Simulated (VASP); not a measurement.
# W: relaxation of cell and atoms with PBE+D4

Crystal: W.

```
W
1.0
    -1.58234    1.58234    1.58234
     1.58234   -1.58234    1.58234
     1.58234    1.58234   -1.58234
W
1
Cartesian
  0.0000 0.0000 0.0000
```

| Item | Value |
| --- | --- |
| Program | VASP 6.6.1 |
| Task | relaxation of cell and atoms |
| Functional | PBE |
| Dispersion | D4 |
| Potentials or basis | VASP PAW PBE potentials, release 64 (W_sv) |
| Cutoff | 500 eV |
| k mesh | 15 × 15 × 15 |
| Occupations | fermi-dirac, width 0.15 eV |
| Spin | no spin polarisation |
| Dipole correction | no |
| Further INCAR settings | ALGO = Normal; EDIFF = 1e-07; IBRION = 2; EDIFFG = -0.005; NSW = 80; ISIF = 3 |

* Relaxed volume: 15.82 Å³/atom
* Relaxed cell: a = 2.739 Å, b = 2.739 Å, c = 2.739 Å, α = 109.47°, β = 109.47°, γ = 109.47°
* Space group after relaxing (to 0.1 Å): Im-3m (No. 229)
* Ionic steps: 3
* Pressure after relaxing: 0.0 GPa
* Band gap on the k mesh: zero (bands 7 and 8 overlap by 5.89 eV)
* Dispersion energy per atom: -0.723 eV

Final structure:
```cif
data_structure
_symmetry_space_group_name_H-M 'P 1'
_symmetry_Int_Tables_number 1
_cell_length_a 2.7394
_cell_length_b 2.7394
_cell_length_c 2.7394
_cell_angle_alpha 109.471
_cell_angle_beta 109.471
_cell_angle_gamma 109.471
_cell_volume 15.82
loop_
_atom_site_label
_atom_site_type_symbol
_atom_site_fract_x
_atom_site_fract_y
_atom_site_fract_z
_atom_site_occupancy
W1 W 0.00000 0.00000 0.00000 1
```

Levels at points of the mesh, in eV from the Fermi level:
```csv
k point,band 5,band 6,band 7,band 8,band 9,band 10
"(0.00, 0.00, 0.00)",-9.61,-1.20,-1.20,-1.20,2.30,2.30
```

Wall time 20 s on 1 thread of Intel(R) Xeon(R) Platinum 8488C (Sapphire Rapids), with other jobs on the host, peak memory 0.14 GiB.

Caveat: spin-orbit coupling is left out, which moves the levels of the heavy elements.
